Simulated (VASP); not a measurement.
Runs of VASP 6.6.1 on Si. The structure is that of space group I4/mmm (No. 139), or close to it. The cells are those of the table. 

```csv
cell,gap on the mesh (eV),pressure (GPa),largest force (eV/Å)
"a = 5.169 Å, angles 98.2, 98.2, 135.5°, 4 atoms",0.60,(b),0.08
"a = 5.213 Å, angles 98.2, 98.2, 135.5°, 4 atoms",(c),(d),0.11
"a = 5.081 Å, angles 98.2, 98.2, 135.5°, 4 atoms",0.44,(a),0.01
"a = 5.035 Å, angles 98.2, 98.2, 135.5°, 4 atoms",0.36,3.8,0.03
"a = 5.125 Å, angles 98.2, 98.2, 135.5°, 4 atoms",0.52,-0.9,0.04
"a = 4.989 Å, angles 98.2, 98.2, 135.5°, 4 atoms",0.26,6.7,0.07
"a = 4.941 Å, angles 98.2, 98.2, 135.5°, 4 atoms",0.16,10.0,0.12
```

Alike in all rows: task single point; level PBE; potentials or basis VASP PAW PBE potentials, release 64 (Si); no spin polarisation; k mesh 7 × 7 × 7; cutoff (eV) 520; smearing fermi-dirac 0.1 eV.

Task: Fill in the values left out.

Result: (a) 1.3; (b) -2.8; (c) 0.67; (d) -4.4.

Caveats: an odd mesh through Γ misses points on the zone boundary, where band edges can lie; the cell stands under pressure (at least some runs); the cell stands under tension (at least some runs).
